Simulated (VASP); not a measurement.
A run of VASP 6.6.1 is set up as follows.

INCAR

```
SYSTEM = SiC
PREC = Accurate
ENCUT = 520
EDIFF = 1E-6
ISMEAR = 0
SIGMA = 0.1
LREAL = .FALSE.
LASPH = .TRUE.
NELM = 60
ALGO = Normal
ISIF = 2
LWAVE = .FALSE.
LCHARG = .TRUE.
GGA = PE
LELF = .TRUE.
LVHAR = .TRUE.
NBANDS = 36
```

File KPOINTS:

```
Automatic mesh
0
G
  4 2 6
  0 0 0
```

Contents of POSCAR:

```
SiC
1.0
    5.2172830588      0.0000000000      0.0000000000
    0.0000000000      8.2028329044      0.0000000000
    0.0000000000      0.0000000000      2.9341782804
Si C
6 6
Direct
    0.5908878194      0.6449467063      0.5000000000
    0.4091121806      0.3550532937      0.5000000000
    0.0000000000      0.5000000000      0.0000000000
    0.0908878194      0.8550532937      0.5000000000
    0.9091121806      0.1449467063      0.5000000000
    0.5000000000      0.0000000000      0.0000000000
    0.0550471673      0.3463598526      0.5000000000
    0.9449528327      0.6536401474      0.5000000000
    0.5000000000      0.5000000000      0.0000000000
    0.5550471673      0.1536401474      0.5000000000
    0.4449528327      0.8463598526      0.5000000000
    0.0000000000      0.0000000000      0.0000000000
```

Potentials or basis: VASP PAW PBE potentials, release 64 (Si, C).

Run with:

```console
$ cat potpaw_PBE.64/Si/POTCAR potpaw_PBE.64/C/POTCAR > POTCAR
$ mpirun -np 1 vasp_std > vasp.out
```

**Question.** Predict the largest force.

**Answer.** 0.011 eV/Å.

**Question.** Predict the pressure.

**Answer.** 0.0 GPa.

**Question.** Predict the band gap on the k mesh.

**Answer.** Zero (bands 24 and 25 overlap by 0.26 eV).

Forces in eV/Å, atoms in the order of the input:
```
Si  -0.001 -0.011  0.000
Si   0.001  0.011  0.000
Si   0.000  0.000  0.000
Si  -0.001  0.011  0.000
Si   0.001 -0.011  0.000
Si   0.000  0.000  0.000
C    0.001 -0.005  0.000
C   -0.001  0.005  0.000
C    0.000  0.000  0.000
C    0.001  0.005  0.000
C   -0.001 -0.005  0.000
C    0.000  0.000  0.000
```

Caveat: the k points lie up to 0.38 Å⁻¹ apart; semilocal functionals underestimate gaps, so a narrow gap can read as zero.
